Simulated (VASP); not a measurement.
# Sr7O8 (a cell with a defect) in VASP: single point with PBE

Aim: the single point of Sr7O8 (a cell with a defect) with PBE.

Everything below comes from runs of VASP 6.6.1. Logs are shortened: lines on timing, memory, paths and dates and some standing lists are left out, and cuts for length are marked.

## Step 1: The cell of the first run

The cell holds a defect, 15 atoms: a = 7.347 Å, b = 7.347 Å, c = 7.347 Å, α = 60.00°, β = 60.00°, γ = 60.00°.

## Step 2: Single point, PBE

File INCAR:

```
SYSTEM = Sr7O8
PREC = Accurate
ENCUT = 520
EDIFF = 1E-7
ISMEAR = 0
SIGMA = 0.05
LREAL = Auto
LASPH = .TRUE.
NELM = 100
ALGO = Normal
ISIF = 2
LWAVE = .FALSE.
LCHARG = .FALSE.
GGA = PE
NBANDS = 72
```

File KPOINTS:

```
regular mesh
0
G
  4 4 4
  0 0 0
```

File POSCAR:

```
Sr7O8
1.0
    0.0000000000      5.1947835166     -5.1947835166
    5.1947835166      5.1947835166      0.0000000000
    5.1947835166      0.0000000000     -5.1947835166
Sr O
7 8
Direct
   -0.0000000963      0.1172481005      0.4999999503
    0.5316348585     -0.0177889992      0.5023626089
    0.4683651383      0.5162085179      0.4976375804
    0.0023622736     -0.0177885180      1.0316350013
   -0.0023628511      0.5162083254      0.9683651848
    0.5000004315     -0.0013890858      0.9999995156
    0.5000008165      0.5016422709      0.9999995156
    0.2732767391      0.7585350742      0.2267233074
    0.2877725309      0.2489664865      0.2122273231
    0.7406748496      0.7434722713      0.2406751881
    0.7582342917      0.2554462560      0.2582346301
    0.2417653201      0.7719150350      0.7417657517
    0.2593247622      0.2248224582      0.7593251937
    0.7267237389      0.7585352667      0.7732762082
    0.7122271772      0.2489666790      0.7877727699
```

Potentials or basis: VASP PAW PBE potentials, release 64 (Sr_sv, O).

On the command line:

```
> cat potpaw_PBE.64/Sr_sv/POTCAR potpaw_PBE.64/O/POTCAR > POTCAR
> mpirun -np 1 vasp_std > vasp.out
```

OUTCAR:

```text
SYSTEM = Sr7O8
   PREC = Accurate
   ENCUT = 520
   EDIFF = 1E-7
   ISMEAR = 0
   LREAL = Auto
   LASPH = .TRUE.
   NELM = 100
   ISIF = 2
   GGA = PE

 ion  position               nearest neighbor table
   1  1.000  0.117  0.500-   9 2.33  15 2.33  11 2.62  12 2.62  14 3.31   8 3.31   3 3.52   5 3.52
                             2 3.52   4 3.52   6 3.78   6 3.78   4 4.02   2 4.02   3 4.02   5 4.02
   2  0.532  0.982  0.502-  14 2.44  13 2.60  11 2.60  12 2.62  10 2.62   9 2.78   4 3.46   1 3.52
                             7 3.60   6 3.61   3 3.70   3 3.70   6 3.75   7 3.76   4 3.89   1 4.02
   3  0.468  0.516  0.498-   8 2.44  10 2.60  12 2.60  11 2.62  13 2.62  15 2.78   5 3.46   1 3.52
                             7 3.60   6 3.61   2 3.70   2 3.70   6 3.75   7 3.76   5 3.89   1 4.02
   4  0.002  0.982  0.032-   8 2.44  13 2.60  11 2.60  12 2.62  10 2.62  15 2.78   2 3.46   1 3.52
                             7 3.60   6 3.61   5 3.70   5 3.70   6 3.75   7 3.76   2 3.89   1 4.02
   5  0.998  0.516  0.968-  14 2.44  10 2.60  12 2.60  11 2.62  13 2.62   9 2.78   3 3.46   1 3.52
                             7 3.60   6 3.61   4 3.70   4 3.70   6 3.75   7 3.76   3 3.89   1 4.02
   6  0.500  0.999  1.000-  15 2.41   9 2.41  14 2.43   8 2.43  13 2.50  10 2.50   2 3.61   5 3.61
                             4 3.61   3 3.61   7 3.65   7 3.70   3 3.75   4 3.75   5 3.75   2 3.75
   7  0.500  0.502  1.000-  15 2.42   9 2.42  14 2.52   8 2.52  11 2.68  12 2.68   5 3.60   2 3.60
                             3 3.60   4 3.60   6 3.65   6 3.70   4 3.76   3 3.76   2 3.76   5 3.76
   8  0.273  0.759  0.227-   6 2.43   3 2.44   4 2.44   7 2.52   1 3.31
   9  0.288  0.249  0.212-   1 2.33   6 2.41   7 2.42   5 2.78   2 2.78
  10  0.741  0.743  0.241-   6 2.50   3 2.60   5 2.60   2 2.62   4 2.62
  11  0.758  0.255  0.258-   4 2.60   2 2.60   5 2.62   3 2.62   1 2.62   7 2.68
  12  0.242  0.772  0.742-   3 2.60   5 2.60   2 2.62   4 2.62   1 2.62   7 2.68
  13  0.259  0.225  0.759-   6 2.50   4 2.60   2 2.60   5 2.62   3 2.62
  14  0.727  0.759  0.773-   6 2.43   5 2.44   2 2.44   7 2.52   1 3.31
  15  0.712  0.249  0.788-   1 2.33   6 2.41   7 2.42   3 2.78   4 2.78

  LATTYP: Found a face centered cubic cell.
 ALAT       =    10.3895670332

  Lattice vectors:

 A1 = (   0.0000000000,   5.1947835166,  -5.1947835166)
 A2 = (   5.1947835166,   5.1947835166,   0.0000000000)
 A3 = (   5.1947835166,   0.0000000000,  -5.1947835166)

Analysis of symmetry for initial positions (statically):
=====================================================================
 Subroutine PRICEL returns:
 Original cell was already a primitive cell.

 Routine SETGRP: Setting up the symmetry group for a
 face centered cubic supercell.

[... 161 lines left out ...]
  Fermi-wavevector in a.u.,A,eV,Ry     =   1.226850  2.318410 20.478949  1.505160
  Thomas-Fermi vector in A             =   2.361835
   LORBIT       =      0    0 simple, 1 ext, 2 COOP (PROOUT), +10 PAW based schemes
   GGA     = PE    functional components
   LHFCALC =     F    Hartree Fock is set to
   AEXX    =    0.0000 exact exchange contribution
   IVDW    =     0    specifies the selected vdW correction
   LEPSILON=     F    determine dielectric tensor
   LRPA    =     F    only Hartree local field effects (RPA)
 non-spin polarized calculation
 Gauss-broadening in eV      SIGMA  =   0.05
  energy-cutoff  :      520.00
  volume of cell :      280.37
 maximum number of plane-waves:      7631
 NGX is ok and might be reduce to    56
   NGX = 27   NGY = 27   NGZ = 27

 number of electron     118.0000003 magnetization

 Free energy of the ion-electron system (eV)
  ---------------------------------------------------
  ext. energy  EPLUGINS =         0.00000000
  ---------------------------------------------------
  free energy    TOTEN  =       -86.50744001 eV

  energy without entropy =      -86.47428436  energy(sigma->0) =      -86.49086219

 E-fermi :   0.5343     XC(G=0):  -9.3142

 val. band max:        0.5274732178   @ k =   0.0000   0.0000   0.0000
 cond. band min:       0.5353094691   @ k =   0.0000   0.5000   0.2500
 fundamental gap:      0.0078362513
 Fermi energy:         0.5343239887

 k-point     1 :       0.0000    0.0000    0.0000
  band No.  band energies     occupation
      1     -31.8635      2.00000
      2     -31.7608      2.00000
      3     -31.7318      2.00000
      4     -31.7208      2.00000
      5     -31.6898      2.00000
      6     -31.2829      2.00000
[... 1321 lines left out ...]
     70       7.1784      0.00000
     71       7.2889      0.00000
 [bands above 71 left out]

------------------------ aborting loop because EDIFF is reached ----------------------------------------

  FORCE on cell =-STRESS in cart. coord.  units (eV):
  Direction    XX          YY          ZZ          XY          YZ          ZX
  --------------------------------------------------------------------------------------
  -------------------------------------------------------------------------------------
  Total        3.3801267      3.3801267      0.7872895     -2.1192183      0.0000000      0.0000000
  in kB       19.3157333     19.3157333      4.4989657    -12.1102726      0.0000000      0.0000000
  external PRESSURE =      14.3768107 kB  Pullay stress =       0.0000000 kB

 VOLUME and BASIS-vectors are now :
 -----------------------------------------------------------------------------
  energy-cutoff  :      520.00
  volume of cell :      280.37
      direct lattice vectors                 reciprocal lattice vectors
     0.000000000  5.194783517 -5.194783517    -0.096250402  0.096250402 -0.096250402
     5.194783517  5.194783517  0.000000000     0.096250402  0.096250402  0.096250402
     5.194783517  0.000000000 -5.194783517     0.096250402 -0.096250402 -0.096250402

 POSITION                                       TOTAL-FORCE (eV/Angst)
 -----------------------------------------------------------------------------------
      3.20647      5.80386     -7.79217        -0.739048     -0.739048      0.000000
      7.71204      7.86410     -5.37139         0.053956      0.009787      0.086083
      5.26671      5.11465     -5.01818         0.009787      0.053956     -0.086083
      5.26671      5.11465     -0.17661         0.009787      0.053956      0.086083
      7.71204      7.86410    -10.21296         0.053956      0.009787     -0.086083
     10.38235      7.78496     -7.79218         0.070720      0.070720      0.000000
      7.80070      5.20332     -7.79218         0.016873      0.016873      0.000000
      5.11820      5.36004     -2.59739         0.151606      0.064174      0.000000
      2.39580      2.78824     -2.59739         0.146598     -0.011951      0.000000
      5.11243      7.70982     -5.09790         0.089919      0.089919      0.129021
      2.66846      5.26585     -5.28034        -0.003147     -0.003147     -0.023244
      7.86324      5.26585     -5.10923        -0.003147     -0.003147      0.023244
      5.11243      2.51504     -5.29167         0.089919      0.089919     -0.129021
      7.95743      7.71560     -7.79218         0.064174      0.151606      0.000000
      5.38564      4.99319     -7.79218        -0.011951      0.146598      0.000000
 -----------------------------------------------------------------------------------
    total drift:                                0.002938     -0.011050     -0.009254

  FREE ENERGIE OF THE ION-ELECTRON SYSTEM (eV)
  ---------------------------------------------------
  free  energy   TOTEN  =       -86.5074400107 eV

  energy  without entropy=      -86.4742843604  energy(sigma->0) =      -86.49086219
```

Wall time 19 min (1 thread of Intel Xeon Platinum 8488C (Sapphire Rapids), shared host); peak memory 0.55 GiB.

What came out:

```
Free energy            : -86.5074 eV
Pressure               : 1.4 GPa
Largest force          : 1.045 eV/Å
Band gap on the k mesh : zero (band 59 reaches 0.60 eV, above the bottom of band 60 at 0.47 eV)
```

Forces on the atoms (eV/Å):
```
Sr  -0.739 -0.739  0.000
Sr   0.054  0.010  0.086
Sr   0.010  0.054 -0.086
Sr   0.010  0.054  0.086
Sr   0.054  0.010 -0.086
Sr   0.071  0.071  0.000
Sr   0.017  0.017  0.000
O    0.152  0.064  0.000
O    0.147 -0.012  0.000
O    0.090  0.090  0.129
O   -0.003 -0.003 -0.023
O   -0.003 -0.003  0.023
O    0.090  0.090 -0.129
O    0.064  0.152  0.000
O   -0.012  0.147  0.000
```

Stress tensor (GPa, compression positive):
```
 1.93 -1.21  0.00
-1.21  1.93  0.00
 0.00  0.00  0.45
```
